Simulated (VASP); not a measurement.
# SiC (R3m) in VASP: notebook

The runs below take SiC through single point, with LDA.

Everything below comes from runs of VASP 6.6.1. Logs are shortened: lines on timing, memory, paths and dates and some standing lists are left out, and cuts for length are marked.

## (1) The cell of the first run

Symmetry: R3m, No. 160, trigonal system. The conventional cell has a = 2.742 Å, b = 2.742 Å, c = 9.470 Å, α = 90.00°, β = 90.00°, γ = 120.00°. Within 2.3 Å of Si (site symmetry 3m) lie 3 C at 1.77 Å. C (site symmetry 3m) has 3 Si at 1.77 Å within 2.3 Å.

## (2) Single point, LDA

INCAR

```
SYSTEM = SiC
PREC = Accurate
ENCUT = 520
EDIFF = 1E-6
ISMEAR = 0
SIGMA = 0.05
LREAL = .FALSE.
LASPH = .TRUE.
NELM = 80
ALGO = Normal
ISIF = 2
LWAVE = .FALSE.
LCHARG = .FALSE.
NBANDS = 11
```

KPOINTS

```
regular mesh
0
G
  12 12 12
  0 0 0
```

POSCAR

```
SiC
1.0
    0.5299225898      2.4686637718      2.4686637718
    2.4686637718      0.5299225898      2.4686637718
    2.4686637718      2.4686637718      0.5299225898
Si C
1 1
Direct
    0.0000000000      0.0000000000      0.0000000000
    0.7500000000      0.7500000000      0.7500000000
```

Potentials or basis: VASP PAW LDA potentials, release 64 (Si, C).

Command:

```bash
> cat potpaw_LDA.64/Si/POTCAR potpaw_LDA.64/C/POTCAR > POTCAR
> mpirun -np 1 vasp_std > vasp.out
```

OUTCAR:

```text
SYSTEM = SiC
   PREC = Accurate
   ENCUT = 520
   EDIFF = 1E-6
   ISMEAR = 0
   LREAL = .FALSE.
   LASPH = .TRUE.
   NELM = 80
   ISIF = 2

 ion  position               nearest neighbor table
   1  0.000  0.000  0.000-   2 1.77   2 1.77   2 1.77   2 2.37
   2  0.750  0.750  0.750-   1 1.77   1 1.77   1 1.77   1 2.37

  LATTYP: Found a trigonal (rhomboedric) cell.
 ALAT       =     3.5312065343
 COS(alpha) =     0.6985651702

  Lattice vectors:

 A1 = (   0.5299225898,   2.4686637718,   2.4686637718)
 A2 = (   2.4686637718,   0.5299225898,   2.4686637718)
 A3 = (   2.4686637718,   2.4686637718,   0.5299225898)

Analysis of symmetry for initial positions (statically):
=====================================================================
 Subroutine PRICEL returns:
 Original cell was already a primitive cell.

 Routine SETGRP: Setting up the symmetry group for a
 trigonal (rhombohedral) supercell.

 Subroutine GETGRP returns: Found  6 space group operations
 (whereof  6 operations were pure point group operations)
 out of a pool of 12 trial point group operations.

The static configuration has the point symmetry C_3v.

Analysis of symmetry for dynamics (positions and initial velocities):
=====================================================================
 Subroutine PRICEL returns:
 Original cell was already a primitive cell.

 Routine SETGRP: Setting up the symmetry group for a
 trigonal (rhombohedral) supercell.

 Subroutine GETGRP returns: Found  6 space group operations
 (whereof  6 operations were pure point group operations)
 out of a pool of 12 trial point group operations.

The dynamic configuration has the point symmetry C_3v.

 Subroutine INISYM returns: Found  6 space group operations
 (whereof  6 operations are pure point group operations),
 and found     1 'primitive' translations

----------------------------------------------------------------------------------------

                                     Primitive cell

  volume of cell :      20.5498

  direct lattice vectors                    reciprocal lattice vectors
     0.529922590  2.468663772  2.468663772    -0.282896635  0.232901971  0.232901971
     2.468663772  0.529922590  2.468663772     0.232901971 -0.282896635  0.232901971
     2.468663772  2.468663772  0.529922590     0.232901971  0.232901971 -0.282896635

  length of vectors
     3.531206534  3.531206534  3.531206534     0.434185632  0.434185632  0.434185632

  position of ions in fractional coordinates (direct lattice)
     0.000000000  0.000000000  0.000000000
     0.750000000  0.750000000  0.750000000

  ion indices of the primitive-cell ions
   primitive index   ion index
                 1           1
                 2           2

----------------------------------------------------------------------------------------

 KPOINTS: regular mesh

Automatic generation of k-mesh.
 Grid dimensions read from file:
 generate k-points for:   12   12   12

 Generating k-lattice:

  Cartesian coordinates                     Fractional coordinates (reciprocal lattice)
    -0.023574720  0.019408498  0.019408498     0.083333333  0.000000000  0.000000000
     0.019408498 -0.023574720  0.019408498     0.000000000  0.083333333  0.000000000
     0.019408498  0.019408498 -0.023574720     0.000000000  0.000000000  0.083333333

  Length of vectors
     0.036182136  0.036182136  0.036182136

  Shift w.r.t. Gamma in fractional coordinates (k-lattice)
     0.000000000  0.000000000  0.000000000

 Subroutine IBZKPT returns following result:
 ===========================================

 Found    189 irreducible k-points:

 Following reciprocal coordinates:
            Coordinates               Weight
  0.000000  0.000000  0.000000      1.000000
  0.083333 -0.000000 -0.000000      6.000000
  0.166667  0.000000  0.000000      6.000000
  0.250000  0.000000  0.000000      6.000000
  0.333333  0.000000  0.000000      6.000000
  0.416667 -0.000000 -0.000000      6.000000
[... 16 lines left out ...]
  0.500000  0.166667 -0.000000     12.000000
 -0.416667  0.166667 -0.000000     12.000000
 [... further k-points ...]
   k-points           NKPTS =    189   k-points in BZ     NKDIM =    189   number of bands    NBANDS=     11
   number of dos      NEDOS =    301   number of ions     NIONS =      2
   total plane-waves  NPLWV =  21952
   dimension x,y,z NGX =    28 NGY =   28 NGZ =   28
   dimension x,y,z NGXF=    56 NGYF=   56 NGZF=   56
   ions per type =               1   1
   NGX,Y,Z   is equivalent  to a cutoff of  13.18, 13.18, 13.18 a.u.
   NGXF,Y,Z  is equivalent  to a cutoff of  26.36, 26.36, 26.36 a.u.
 SYSTEM =  SiC
   PREC   = accura    normal or accurate (medium, high low for compatibility)
   ISTART =      0    job   : 0-new  1-cont  2-samecut
   ICHARG =      2    charge: 1-file 2-atom 10-const
   ISPIN  =      1    spin polarized calculation?
   LNONCOLLINEAR =      F non collinear calculations
   LSORBIT =      F    spin-orbit coupling
   LASPH  =      T    aspherical Exc in radial PAW
   ENCUT  =  520.0 eV  38.22 Ry    6.18 a.u.   6.57  6.57  6.57*2*pi/ulx,y,z
   NELM   =     80;   NELMIN=  2; NELMDL= -5     # of ELM steps
   EDIFF  = 0.1E-05   stopping-criterion for ELM
   LREAL  =      F    real-space projection
   EDIFFG = 0.1E-04   stopping-criterion for IOM
   NSW    =      0    number of steps for IOM
   IBRION =     -1    ionic relax: 0-MD 1-quasi-New 2-CG
   NFREE  =      0    steps in history (QN), initial steepest desc. (CG)
   ISIF   =      2    stress and relaxation
   ISYM   =      2    0-nonsym 1-usesym 2-fastsym
   POTIM  = 0.5000    time-step for ionic-motion
   TEBEG  =    0.0;   TEEND  =   0.0 temperature during run
   PSTRESS=    0.0 pullay stress
   NELECT =       8.0000    total number of electrons
   NUPDOWN=      -1.0000    fix difference up-down
   EMIN   =  10.00;   EMAX   =-10.00  energy-range for DOS
   EFERMI =   0.00;   METHOD = LEGACY
   ISMEAR =     0;   SIGMA  =   0.05  broadening in eV -4-tet -1-fermi 0-gaus
   EFERMI_NEDOS =   21; number of points for ismear=-14 and -15
   IALGO  =     38    algorithm
   IMIX   =      4    mixing-type and parameters
     AMIX     =   0.40;   BMIX     =  1.00
     AMIX_MAG =   1.60;   BMIX_MAG =  1.00
  volume/ion in A,a.u.               =      10.27        69.34
  Fermi-wavevector in a.u.,A,eV,Ry     =   1.195369  2.258920 19.441458  1.428907
  Thomas-Fermi vector in A             =   2.331336
   LORBIT       =      0    0 simple, 1 ext, 2 COOP (PROOUT), +10 PAW based schemes
   GGA     = CA    functional components
   LHFCALC =     F    Hartree Fock is set to
   AEXX    =    0.0000 exact exchange contribution
   IVDW    =     0    specifies the selected vdW correction
   LEPSILON=     F    determine dielectric tensor
   LRPA    =     F    only Hartree local field effects (RPA)
 non-spin polarized calculation
 Gauss-broadening in eV      SIGMA  =   0.05
  energy-cutoff  :      520.00
  volume of cell :       20.55
 maximum number of plane-waves:       563
 NGX is ok and might be reduce to    28

 number of electron       8.0000000 magnetization

 Free energy of the ion-electron system (eV)
  ---------------------------------------------------
  ext. energy  EPLUGINS =         0.00000000
  ---------------------------------------------------
  free energy    TOTEN  =       -14.36026606 eV

  energy without entropy =      -14.35938970  energy(sigma->0) =      -14.35982788

 E-fermi :   8.8143     XC(G=0): -11.5492

 val. band max:        8.8090499271   @ k =  -0.0833   0.1667   0.0833
 cond. band min:       8.8200305846   @ k =   0.2500   0.2500   0.1667
 fundamental gap:      0.0109806575
 Fermi energy:         8.8143391236

 k-point     1 :       0.0000    0.0000    0.0000
  band No.  band energies     occupation
      1      -7.7098      2.00000
      2       5.7537      2.00000
      3       7.1975      2.00000
      4       9.2042      0.00000
      5       9.2042      0.00000
      6      18.4773      0.00000
      7      18.4773      0.00000
      8      19.5847      0.00000
      9      23.6415      0.00000
     10      23.6415      0.00000
     11      24.3160      0.00000

 k-point     2 :       0.0833   -0.0000   -0.0000
  band No.  band energies     occupation
      1      -7.5459      2.00000
      2       5.6247      2.00000
      3       7.5400      2.00000
      4       8.5876      2.00000
      5       9.0208      0.00000
      6      17.9195      0.00000
      7      18.6841      0.00000
      8      19.9672      0.00000
      9      21.6920      0.00000
     10      23.1949      0.00000
     11      25.6208      0.00000

 k-point     3 :       0.1667    0.0000    0.0000
  band No.  band energies     occupation
      1      -7.0584      2.00000
      2       5.4168      2.00000
      3       6.9930      2.00000
      4       8.4280      2.00000
      5       8.5729      2.00000
      6      16.7515      0.00000
      7      18.8621      0.00000
      8      19.2511      0.00000
      9      21.2010      0.00000
     10      23.0840      0.00000
     11      25.0927      0.00000

 k-point     4 :       0.2500    0.0000    0.0000
  band No.  band energies     occupation
      1      -6.2603      2.00000
      2       4.5114      2.00000
      3       5.9321      2.00000
      4       8.0522      2.00000
      5       9.3647      0.00000
      6      15.4111      0.00000
      7      17.8524      0.00000
      8      18.4703      0.00000
      9      21.3970      0.00000
     10      24.2937      0.00000
     11      25.2939      0.00000
[... 239 lines left out ...]
 k-point    22 :       0.4167    0.1667   -0.0000
  band No.  band energies     occupation
      1      -4.5495      2.00000
      2       2.5536      2.00000
      3       5.0465      2.00000
      4       5.7448      2.00000
      5      11.1391      0.00000
      6      14.7381      0.00000
      7      16.5834      0.00000
      8      19.5008      0.00000
      9      22.0262      0.00000
     10      23.3936      0.00000
     11      26.9197      0.00000

 k-point    23 :       0.5000    0.1667   -0.0000
  band No.  band energies     occupation
      1      -3.3538      2.00000
      2       0.8784      2.00000
      3       5.1426      2.00000
      4       5.6703      2.00000
      5      11.1499      0.00000
      6      13.7932      0.00000
      7      16.6399      0.00000
      8      19.0903      0.00000
      9      22.2108      0.00000
     10      24.0402      0.00000
     11      26.5555      0.00000

 k-point    24 :      -0.4167    0.1667   -0.0000
  band No.  band energies     occupation
      1      -2.7623      2.00000
      2       0.1226      2.00000
      3       4.9720      2.00000
      4       6.2714      2.00000
      5      11.0686      0.00000
      6      13.0514      0.00000
      7      16.1906      0.00000
      8      18.7294      0.00000
      9      22.5015      0.00000
     10      25.2598      0.00000
     11      26.6178      0.00000

 [... further k-points ...]
[... 5 lines left out ...]
  --------------------------------------------------------------------------------------
  -------------------------------------------------------------------------------------
  Total        3.3925816      3.3925816      3.3925816     -5.4049078     -5.4049078     -5.4049078
  in kB      264.5040170    264.5040170    264.5040170   -421.3958562   -421.3958562   -421.3958562
  external PRESSURE =     264.5040170 kB  Pullay stress =       0.0000000 kB

 VOLUME and BASIS-vectors are now :
 -----------------------------------------------------------------------------
  energy-cutoff  :      520.00
  volume of cell :       20.55
      direct lattice vectors                 reciprocal lattice vectors
     0.529922590  2.468663772  2.468663772    -0.282896635  0.232901971  0.232901971
     2.468663772  0.529922590  2.468663772     0.232901971 -0.282896635  0.232901971
     2.468663772  2.468663772  0.529922590     0.232901971  0.232901971 -0.282896635

 POSITION                                       TOTAL-FORCE (eV/Angst)
 -----------------------------------------------------------------------------------
      0.00000      0.00000      0.00000         0.000087      0.000087      0.000087
      4.10044      4.10044      4.10044        -0.000087     -0.000087     -0.000087
 -----------------------------------------------------------------------------------
    total drift:                               -0.000164     -0.000164     -0.000164

  FREE ENERGIE OF THE ION-ELECTRON SYSTEM (eV)
  ---------------------------------------------------
  free  energy   TOTEN  =       -14.3602660554 eV

  energy  without entropy=      -14.3593897037  energy(sigma->0) =      -14.35982788
```

Wall time 80 s (1 thread of AMD EPYC 7R13, shared host); peak memory 0.13 GiB.

Results:

* Free energy: -14.3603 eV
* Pressure: 26.5 GPa
* Band gap on the k mesh: zero (band 4 reaches 9.20 eV, above the bottom of band 5 at 8.37 eV)

## (3) Single point, LDA

This run uses another cell than the first one, of the same volume but with other edges.

INCAR

```
SYSTEM = SiC
  PREC = Accurate
  ENCUT = 520
  EDIFF = 1E-7
  ISMEAR = 0
  SIGMA = 0.05
  LREAL = .False.
  LASPH = .True.
  NELM = 100
  ALGO = Normal
  ISIF = 2
  LWAVE = .False.
  LCHARG = .True.
  GGA = CA
  LELF = .True.
  LVHAR = .True.
  NBANDS = 11
```

KPOINTS

```
Automatic mesh
0
Gamma
  12 12 12
  0 0 0
```

POSCAR

```
SiC
1.0
   -0.6873498706      1.8902121441      1.8902121441
    1.8902121441     -0.6873498706      1.8902121441
    1.8902121441      1.8902121441     -0.6873498706
Si C
1 1
Direct
    0.0000000000      0.0000000000      0.0000000000
    0.7500000000      0.7500000000      0.7500000000
```

Potentials or basis: VASP PAW LDA potentials, release 64 (Si, C).

Command:

```bash
> cat potpaw_LDA.64/Si/POTCAR potpaw_LDA.64/C/POTCAR > POTCAR
> mpirun -np 1 vasp_std > vasp.out
```

It took 59 s on 1 thread of AMD EPYC 7R13, shared host; peak memory 0.12 GiB.

The run converged. Its results:

```yaml
Free_energy: -8.7906 eV
Pressure: 95.2 GPa
Largest_force: 29.745 eV/Å
Band_gap_on_the_k_mesh: zero (band 4 reaches 8.71 eV, above the bottom of band 5 at 8.11 eV)
```

Forces on the atoms (eV/Å):
```
Si   17.173  17.173  17.173
C   -17.173 -17.173 -17.173
```

Stress tensor (GPa, compression positive):
```
 95.23 130.77 130.77
130.77  95.23 130.77
130.77 130.77  95.23
```

Levels at points of the mesh, in eV from the Fermi level:
| k point | band 2 | band 3 | band 4 | band 5 | band 6 | band 7 |
| --- | --- | --- | --- | --- | --- | --- |
| (0.00, 0.00, 0.00) | -1.40 | -1.29 | -1.29 | 1.96 | 4.43 | 4.43 |
| (0.50, 0.00, 0.00) | -9.41 | -0.57 | -0.36 | 4.21 | 6.35 | 7.26 |
| (0.50, 0.50, 0.00) | -7.33 | -6.43 | -1.52 | 0.47 | 6.62 | 10.17 |
| (0.50, 0.50, 0.50) | -5.21 | -4.53 | -4.53 | 0.14 | 2.88 | 2.88 |

Caveat: forces of over 1 eV/Å act on the atoms, so gaps and moduli don't describe the material at rest.

## (4) Single point, LDA

This run uses another cell than the first one, of the same volume but with other edges.

INCAR

```
SYSTEM = SiC
ALGO = Normal
EDIFF = 1E-6
ENCUT = 520
GGA = CA
ISIF = 2
ISMEAR = 0
LASPH = .TRUE.
LCHARG = .FALSE.
LREAL = .FALSE.
LWAVE = .FALSE.
NBANDS = 11
NELM = 100
PREC = Accurate
SIGMA = 0.05
```

KPOINTS

```
k-points
0
G
  12 12 12
  0 0 0
```

POSCAR

```
SiC
1.0
   -0.2295020475      2.0655184278      2.0655184278
    2.0655184278     -0.2295020475      2.0655184278
    2.0655184278      2.0655184278     -0.2295020475
Si C
1 1
Direct
    0.0000000000      0.0000000000      0.0000000000
    0.7500000000      0.7500000000      0.7500000000
```

Command:

```bash
> cat potpaw_LDA.64/Si/POTCAR potpaw_LDA.64/C/POTCAR > POTCAR
> mpirun -np 1 vasp_std > vasp.out
```

Run time: 46 s. Hardware: 1 thread of AMD EPYC 7R13, shared host; peak memory 0.12 GiB.

Results (log left out):

| Item | Value |
| --- | --- |
| Free energy | -15.9662 eV |
| Pressure | 6.4 GPa |
| Largest force | 3.154 eV/Å |
| Band gap on the k mesh | 0.61 eV, indirect (least direct gap 3.01 eV) |

Forces on the atoms (eV/Å):
```
Si   1.821  1.821  1.821
C   -1.821 -1.821 -1.821
```

Stress tensor (GPa, compression positive):
```
 6.45 33.80 33.80
33.80  6.45 33.80
33.80 33.80  6.45
```

Levels at points of the mesh, in eV from the valence-band top:
| k point | band 2 | band 3 | band 4 | band 5 | band 6 | band 7 |
| --- | --- | --- | --- | --- | --- | --- |
| (0.00, 0.00, 0.00) | -0.52 | -0.52 | 0.00 | 4.53 | 5.86 | 5.86 |
| (0.50, 0.00, 0.00) | -8.96 | -0.97 | -0.93 | 5.51 | 6.31 | 8.40 |
| (0.50, 0.50, 0.00) | -8.00 | -4.33 | -2.40 | 0.61 | 4.63 | 12.13 |
| (0.50, 0.50, 0.50) | -8.34 | -2.26 | -2.26 | 3.02 | 5.57 | 5.57 |

Caveat: forces of over 1 eV/Å act on the atoms, so gaps and moduli don't describe the material at rest.

## (5) Overview

```csv
cell,gap on the mesh (eV),pressure (GPa),largest force (eV/Å)
"a = 3.531 Å, angles 45.7°, 2 atoms",none,26.5,-
"a = 2.760 Å, angles 82.7°, 2 atoms",none,95.2,29.74
"a = 2.930 Å, angles 67.3°, 2 atoms",0.61,6.4,3.15
```

Alike in all rows: task single point; level LDA; potentials or basis VASP PAW LDA potentials, release 64 (Si, C); no spin polarisation; k mesh 12 × 12 × 12; cutoff (eV) 520; smearing gaussian 0.05 eV.

Caveats: forces of over 1 eV/Å act on the atoms, so gaps and moduli don't describe the material at rest (some runs).

Total energies depend on the potentials used, so only differences within one code and one set of settings carry meaning.
